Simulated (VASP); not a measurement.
# Si (Fd-3m) in VASP: single point with HSE06

Aim: the single point of Si with HSE06.

All numbers are computed with VASP 6.6.1; they aren't measurements. Logs are shortened: lines on timing, memory, paths and dates and some standing lists are left out, and cuts for length are marked.

## (1) The cell of the first run

Symmetry: Fd-3m, No. 227, cubic system. The conventional cell has a = 5.470 Å, b = 5.470 Å, c = 5.470 Å, α = 90.00°, β = 90.00°, γ = 90.00°. Si (site symmetry -43m) has 4 Si at 2.37 Å within 3.1 Å.

## (2) Single point, HSE06

The input, POSCAR:

```
Si
1.0
    0.0000000000      2.7350468793      2.7350468793
    2.7350468793      0.0000000000      2.7350468793
    2.7350468793      2.7350468793      0.0000000000
Si
2
Direct
    0.7500000000      0.7500000000      0.7500000000
    0.5000000000      0.5000000000      0.5000000000
```

The input, INCAR.step1:

```
  ALGO = Normal
  EDIFF = 1E-5
  ENCUT = 520
  GGA = PE
  ISIF = 2
  ISMEAR = 0
  LASPH = T
  LREAL = F
  LWAVE = T
  NBANDS = 11
  NELM = 100
  PREC = Accurate
  SIGMA = 0.01
```

The input, INCAR.step2:

```
  ALGO = Normal
  EDIFF = 1E-6
  ENCUT = 520
  GGA = PE
  HFSCREEN = 0.2079
  ISIF = 2
  ISMEAR = 0
  ISTART = 1
  LASPH = T
  LCHARG = T
  LELF = T
  LHFCALC = T
  LREAL = F
  LVHAR = T
  LWAVE = F
  NBANDS = 11
  NELM = 100
  PREC = Accurate
  PRECFOCK = Normal
  SIGMA = 0.01
```

The input, KPOINTS:

```
k-points
0
Gamma
  8 8 8
```

Potentials or basis: VASP PAW PBE potentials, release 64 (Si).

The run is started by

```bash
$ cat potpaw_PBE.64/Si/POTCAR > POTCAR
$ cp INCAR.step1 INCAR
$ mpirun -np 1 vasp_std > vasp.out
$ cp INCAR.step2 INCAR
$ mpirun -np 1 vasp_std > vasp.out
```

OUTCAR:

```text
EDIFF = 1E-6
   ENCUT = 520
   GGA = PE
   HFSCREEN = 0.2079
   ISIF = 2
   ISMEAR = 0
   ISTART = 1
   LASPH = T
   LHFCALC = T
   LREAL = F
   NELM = 100
   PREC = Accurate
   PRECFOCK = Normal

 ion  position               nearest neighbor table
   1  0.750  0.750  0.750-   2 2.37   2 2.37   2 2.37   2 2.37
   2  0.500  0.500  0.500-   1 2.37   1 2.37   1 2.37   1 2.37

  LATTYP: Found a face centered cubic cell.
 ALAT       =     5.4700937586

  Lattice vectors:

 A1 = (   0.0000000000,   2.7350468793,   2.7350468793)
 A2 = (   2.7350468793,   0.0000000000,   2.7350468793)
 A3 = (   2.7350468793,   2.7350468793,   0.0000000000)

Analysis of symmetry for initial positions (statically):
=====================================================================
 Subroutine PRICEL returns:
 Original cell was already a primitive cell.

 Routine SETGRP: Setting up the symmetry group for a
 face centered cubic supercell.

 Subroutine GETGRP returns: Found 48 space group operations
 (whereof 24 operations were pure point group operations)
 out of a pool of 48 trial point group operations.

The static configuration has the point symmetry T_d .
 The point group associated with its full space group is O_h .

Analysis of symmetry for dynamics (positions and initial velocities):
=====================================================================
 Subroutine PRICEL returns:
 Original cell was already a primitive cell.

 Routine SETGRP: Setting up the symmetry group for a
 face centered cubic supercell.

 Subroutine GETGRP returns: Found 48 space group operations
 (whereof 24 operations were pure point group operations)
 out of a pool of 48 trial point group operations.

The dynamic configuration has the point symmetry T_d .
 The point group associated with its full space group is O_h .

 Subroutine INISYM returns: Found 48 space group operations
 (whereof 24 operations are pure point group operations),
 and found     1 'primitive' translations

----------------------------------------------------------------------------------------

                                     Primitive cell

  volume of cell :      40.9189

  direct lattice vectors                    reciprocal lattice vectors
     0.000000000  2.735046879  2.735046879    -0.182812223  0.182812223  0.182812223
     2.735046879  0.000000000  2.735046879     0.182812223 -0.182812223  0.182812223
     2.735046879  2.735046879  0.000000000     0.182812223  0.182812223 -0.182812223

  length of vectors
     3.867940390  3.867940390  3.867940390     0.316640058  0.316640058  0.316640058

  position of ions in fractional coordinates (direct lattice)
     0.750000000  0.750000000  0.750000000
     0.500000000  0.500000000  0.500000000

  ion indices of the primitive-cell ions
   primitive index   ion index
                 1           1
                 2           2

----------------------------------------------------------------------------------------

 KPOINTS: k-points

Automatic generation of k-mesh.
 Grid dimensions read from file:
 generate k-points for:    8    8    8

 Generating k-lattice:

  Cartesian coordinates                     Fractional coordinates (reciprocal lattice)
    -0.022851528  0.022851528  0.022851528     0.125000000  0.000000000  0.000000000
     0.022851528 -0.022851528  0.022851528     0.000000000  0.125000000  0.000000000
     0.022851528  0.022851528 -0.022851528     0.000000000  0.000000000  0.125000000

  Length of vectors
     0.039580007  0.039580007  0.039580007

  Shift w.r.t. Gamma in fractional coordinates (k-lattice)
     0.000000000  0.000000000  0.000000000

 Subroutine IBZKPT returns following result:
 ===========================================

 Found     29 irreducible k-points:

 Following reciprocal coordinates:
            Coordinates               Weight
  0.000000  0.000000  0.000000      1.000000
  0.125000  0.000000  0.000000      8.000000
  0.250000  0.000000  0.000000      8.000000
  0.375000  0.000000  0.000000      8.000000
  0.500000  0.000000  0.000000      4.000000
  0.125000  0.125000  0.000000      6.000000
[... 16 lines left out ...]
  0.500000  0.250000  0.125000     48.000000
 -0.375000  0.250000  0.125000     24.000000
 [... further k-points ...]
   k-points           NKPTS =     29   k-points in BZ     NKDIM =    512   number of bands    NBANDS=     11
   number of dos      NEDOS =    301   number of ions     NIONS =      2
   total plane-waves  NPLWV =  27000
   dimension x,y,z NGX =    30 NGY =   30 NGZ =   30
   dimension x,y,z NGXF=    60 NGYF=   60 NGZF=   60
   ions per type =               2
   NGX,Y,Z   is equivalent  to a cutoff of  12.89, 12.89, 12.89 a.u.
   NGXF,Y,Z  is equivalent  to a cutoff of  25.79, 25.79, 25.79 a.u.
 SYSTEM =  unknown system
   PREC   = accura    normal or accurate (medium, high low for compatibility)
   ISTART =      1    job   : 0-new  1-cont  2-samecut
   ICHARG =      0    charge: 1-file 2-atom 10-const
   ISPIN  =      1    spin polarized calculation?
   LNONCOLLINEAR =      F non collinear calculations
   LSORBIT =      F    spin-orbit coupling
   LASPH  =      T    aspherical Exc in radial PAW
   ENCUT  =  520.0 eV  38.22 Ry    6.18 a.u.   7.19  7.19  7.19*2*pi/ulx,y,z
   NELM   =    100;   NELMIN=  2; NELMDL=  0     # of ELM steps
   EDIFF  = 0.1E-05   stopping-criterion for ELM
   LREAL  =      F    real-space projection
   EDIFFG = 0.1E-04   stopping-criterion for IOM
   NSW    =      0    number of steps for IOM
   IBRION =     -1    ionic relax: 0-MD 1-quasi-New 2-CG
   NFREE  =      0    steps in history (QN), initial steepest desc. (CG)
   ISIF   =      2    stress and relaxation
   ISYM   =      3    0-nonsym 1-usesym 2-fastsym
   POTIM  = 0.5000    time-step for ionic-motion
   TEBEG  =    0.0;   TEEND  =   0.0 temperature during run
   PSTRESS=    0.0 pullay stress
   NELECT =       8.0000    total number of electrons
   NUPDOWN=      -1.0000    fix difference up-down
   EMIN   =  10.00;   EMAX   =-10.00  energy-range for DOS
   EFERMI =   0.00;   METHOD = LEGACY
   ISMEAR =     0;   SIGMA  =   0.01  broadening in eV -4-tet -1-fermi 0-gaus
   EFERMI_NEDOS =   21; number of points for ismear=-14 and -15
   IALGO  =     38    algorithm
   IMIX   =      1    mixing-type and parameters
     AMIX     =   0.40;   BMIX     =  1.00
     AMIX_MAG =   1.60;   BMIX_MAG =  1.00
  volume/ion in A,a.u.               =      20.46       138.07
  Fermi-wavevector in a.u.,A,eV,Ry     =   0.950160  1.795542 12.283393  0.902804
  Thomas-Fermi vector in A             =   2.078511
   LORBIT       =      0    0 simple, 1 ext, 2 COOP (PROOUT), +10 PAW based schemes
   GGA     = PE    functional components
   LHFCALC =     T    Hartree Fock is set to
   PRECFOCK=normal    Normal, Fast or Accurate (Low or Medium for compatibility)
   ENCUT4O =  -1.0   cutoff for four orbital integrals eV
   NKREDX  =     1    reduce k-point grid by
   NKREDY  =     1    reduce k-point grid by
   NKREDZ  =     1    reduce k-point grid by
   AEXX    =    0.2500 exact exchange contribution
   HFSCREEN=    0.2079 screening length (either q_TF or 0.3 A-1)
   HFSCREENC=   0.2079 screening length for correlation (either q_TF or 0.3 A-1)
   ENCUTFOCK=  -1.0 apply spherical cutoff to Coloumb kernel
   IVDW    =     0    specifies the selected vdW correction
   LEPSILON=     F    determine dielectric tensor
   LRPA    =     F    only Hartree local field effects (RPA)
 non-spin polarized calculation
 Gauss-broadening in eV      SIGMA  =   0.01
  energy-cutoff  :      520.00
  volume of cell :       40.92
 maximum number of plane-waves:      1124
 NGX is ok and might be reduce to    30
  NGX = 24; NGY = 24; NGZ = 24

 number of electron       8.0000001 magnetization

 Free energy of the ion-electron system (eV)
  ---------------------------------------------------
  ext. energy  EPLUGINS =         0.00000000
  ---------------------------------------------------
  free energy    TOTEN  =       -12.54476659 eV

  energy without entropy =      -12.54476659  energy(sigma->0) =      -12.54476659

 E-fermi :   5.3741     XC(G=0):  -7.7844

 val. band max:        5.2582505415   @ k =   0.0000   0.0000   0.0000
 cond. band min:       6.4763600719   @ k =   0.3750   0.3750   0.0000
 fundamental gap:      1.2181095304
 Fermi energy:         5.3741035786

 k-point     1 :       0.0000    0.0000    0.0000
  band No.  band energies     occupation
      1      -7.8741      2.00000
      2       5.2583      2.00000
      3       5.2583      2.00000
      4       5.2583      2.00000
      5       8.5683      0.00000
      6       8.5683      0.00000
      7       8.5683      0.00000
      8       9.3047      0.00000
      9      13.9562      0.00000
     10      14.0235      0.00000
     11      14.0235      0.00000

 k-point     2 :       0.1250    0.0000    0.0000
  band No.  band energies     occupation
      1      -7.6519      2.00000
      2       3.5723      2.00000
      3       4.9645      2.00000
      4       4.9645      2.00000
      5       8.4572      0.00000
      6       9.0072      0.00000
      7       9.0072      0.00000
      8      10.7175      0.00000
      9      13.4972      0.00000
     10      13.4972      0.00000
     11      14.7963      0.00000

 k-point     3 :       0.2500    0.0000    0.0000
  band No.  band energies     occupation
      1      -7.0033      2.00000
      2       1.0116      2.00000
      3       4.4589      2.00000
      4       4.4589      2.00000
      5       7.9376      0.00000
      6       9.5635      0.00000
      7       9.5635      0.00000
      8      13.0581      0.00000
      9      13.4432      0.00000
     10      13.4432      0.00000
     11      15.0954      0.00000
[... 267 lines left out ...]
 k-point    23 :       0.5000    0.2500    0.1250
  band No.  band energies     occupation
      1      -5.4562      2.00000
      2      -1.1334      2.00000
      3       1.7276      2.00000
      4       3.2181      2.00000
      5       8.8555      0.00000
      6       9.5708      0.00000
      7      11.1359      0.00000
      8      12.1111      0.00000
      9      15.3352      0.00000
     10      16.0655      0.00000
     11      18.2578      0.00000

 k-point    24 :      -0.3750    0.2500    0.1250
  band No.  band energies     occupation
      1      -4.7479      2.00000
      2      -2.1669      2.00000
      3       1.5806      2.00000
      4       2.9705      2.00000
      5       9.0547      0.00000
      6       9.1255      0.00000
      7      12.0887      0.00000
      8      13.3309      0.00000
      9      13.6616      0.00000
     10      16.9262      0.00000
     11      18.0755      0.00000

 [... further k-points ...]

------------------------ aborting loop because EDIFF is reached ----------------------------------------

  FORCE on cell =-STRESS in cart. coord.  units (eV):
  Direction    XX          YY          ZZ          XY          YZ          ZX
  --------------------------------------------------------------------------------------
  -------------------------------------------------------------------------------------
  Total       -0.4905636     -0.4905636     -0.4905636     -0.0000000      0.0000000      0.0000000
  in kB      -19.2079744    -19.2079744    -19.2079744     -0.0000000      0.0000000      0.0000000
  external PRESSURE =     -19.2079744 kB  Pullay stress =       0.0000000 kB

 VOLUME and BASIS-vectors are now :
 -----------------------------------------------------------------------------
  energy-cutoff  :      520.00
  volume of cell :       40.92
      direct lattice vectors                 reciprocal lattice vectors
     0.000000000  2.735046879  2.735046879    -0.182812223  0.182812223  0.182812223
     2.735046879  0.000000000  2.735046879     0.182812223 -0.182812223  0.182812223
     2.735046879  2.735046879  0.000000000     0.182812223  0.182812223 -0.182812223

 POSITION                                       TOTAL-FORCE (eV/Angst)
 -----------------------------------------------------------------------------------
      4.10257      4.10257      4.10257         0.000000      0.000000      0.000000
      2.73505      2.73505      2.73505        -0.000000     -0.000000     -0.000000
 -----------------------------------------------------------------------------------
    total drift:                                0.000000      0.000000      0.000000

  FREE ENERGIE OF THE ION-ELECTRON SYSTEM (eV)
  ---------------------------------------------------
  free  energy   TOTEN  =       -12.5447665851 eV

  energy  without entropy=      -12.5447665851  energy(sigma->0) =      -12.54476659
```

Run time: 50 min. Hardware: 1 thread of Intel Xeon Platinum 8375C at 2.90GHz (Ice Lake), shared host; peak memory 0.3 GiB.

Results:

* Free energy: -12.5448 eV
* Pressure: -1.9 GPa
* Band gap on the k mesh: 1.22 eV (least direct gap 3.31 eV)

Caveat: the PAW data sets were made with another functional, which shifts forces and pressure a little.
